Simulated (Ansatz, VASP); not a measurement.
# Li3SbS2O6 in VASP and in Ansatz

The input INCAR:

```
SYSTEM = Li3SbS2O6
  PREC = Accurate
  ENCUT = 520
  EDIFF = 1E-6
  ISMEAR = -1
  SIGMA = 0.0487
  LREAL = .False.
  LASPH = .True.
  NELM = 80
  ALGO = Normal
  ISIF = 2
  LWAVE = .False.
  LCHARG = .False.
  NBANDS = 43
```

Contents of KPOINTS:

```
Automatic mesh
0
Gamma
  5 5 5
  0 0 0
```

POSCAR

```
Li3SbS2O6
1.0
    2.7465010000      4.7522720000      0.0000000000
    2.7465010000     -4.7522720000      0.0000000000
    1.8422880000      0.0000000000     -5.1467170000
Sb S Li O
1 2 3 6
Direct
    0.0000000000      0.0000000000      0.0000000000
    0.3337000000      0.6663000000      0.0000000000
    0.6663000000      0.3337000000      0.0000000000
    0.1640000000      0.8360000000      0.5000000000
    0.8360000000      0.1640000000      0.5000000000
    0.5000000000      0.5000000000      0.5000000000
    0.7632000000      0.7632000000      0.7710000000
    0.2368000000      0.2368000000      0.2290000000
    0.4083000000      0.0873000000      0.7717000000
    0.9127000000      0.5917000000      0.2283000000
    0.5917000000      0.9127000000      0.2283000000
    0.0873000000      0.4083000000      0.7717000000
```

Input for Ansatz:

```yaml
crystal:
  lattice:
    - [2.746501, 4.752272, 0.0]
    - [2.746501, -4.752272, 0.0]
    - [1.842288, 0.0, -5.146717]
  atoms:
    - { symbol: Sb, position: [0.0, 0.0, 0.0] }
    - { symbol: S, position: [0.3337, 0.6663, 0.0] }
    - { symbol: S, position: [0.6663, 0.3337, 0.0] }
    - { symbol: Li, position: [0.164, 0.836, 0.5] }
    - { symbol: Li, position: [0.836, 0.164, 0.5] }
    - { symbol: Li, position: [0.5, 0.5, 0.5] }
    - { symbol: O, position: [0.7632, 0.7632, 0.771] }
    - { symbol: O, position: [0.2368, 0.2368, 0.229] }
    - { symbol: O, position: [0.4083, 0.0873, 0.7717] }
    - { symbol: O, position: [0.9127, 0.5917, 0.2283] }
    - { symbol: O, position: [0.5917, 0.9127, 0.2283] }
    - { symbol: O, position: [0.0873, 0.4083, 0.7717] }
  symmetry: { tolerance: 0.0003 }
kpoints:
  mp_grid: { grid: [5, 5, 5], shift: [0, 0, 0] }
  band_path:
    path:
      - [0.0, 0.0, 0.0]
      - [0.5, -0.5, 0.0]
      - [0.5, -0.5, -0.5]
      - [0.0, 0.0, -0.5]
      - [0.0, 0.0, 0.0]
      - [0.0, -0.5, -0.5]
      - [0.0, 0.0, 0.0]
      - [0.0, -0.5, 0.0]
    npoints: 8
magnetization:
  spin_polarized: false
scf:
  occupations: { method: fermi_dirac, width: 0.0487 }
  lower_state_search: "off"
  max_iter: 200
hamiltonian:
  pseudopotentials: { kind: paw }
  xc: lda
basis:
  ecutwfc: 420
  fft_grid_basis: typed
output:
  forces: true
  stress: true
  eigenvalues: true
  bader: true
  populations: true
  elf: true
  write_potential: true
  volumetric_format: npy
  dos:
    e_range: [-12, 8]
    de: 0.05
    projected: { site_lists: { Li: [Li], O: [O], S: [S], Sb: [Sb] } }
checkpoint:
  read: saved_state
```

Alike in both runs: task single point; functional LDA; k mesh 5 × 5 × 5; occupations fermi-dirac, width 0.0487 eV; no spin polarisation.

```csv
,VASP,Ansatz
version,VASP 6.6.1,Ansatz 0.2.0
potentials or method,"VASP PAW LDA potentials, release 64 (Sb, S, Li_sv, O), cutoff 520 eV",PAW plane waves
valence electrons in the cell,62,72
```

|  | VASP | Ansatz | Ansatz less VASP |
| --- | --- | --- | --- |
| rms of the force components (eV/Å) | 0.379 | 0.372 | -0.0074 |

LDA's correlation is that of Perdew and Zunger in VASP and of Perdew and Wang (1992) in Ansatz. Atom by atom the forces differ by 0.013 eV/Å (rms over components). VASP's potentials hold 62 valence electrons a cell and Ansatz's 72, so a difference there can come from the potentials and not from the codes.

Spin-orbit coupling is off throughout. Noted on VASP's run: the cutoff is short for stress, so the pressure is rough.
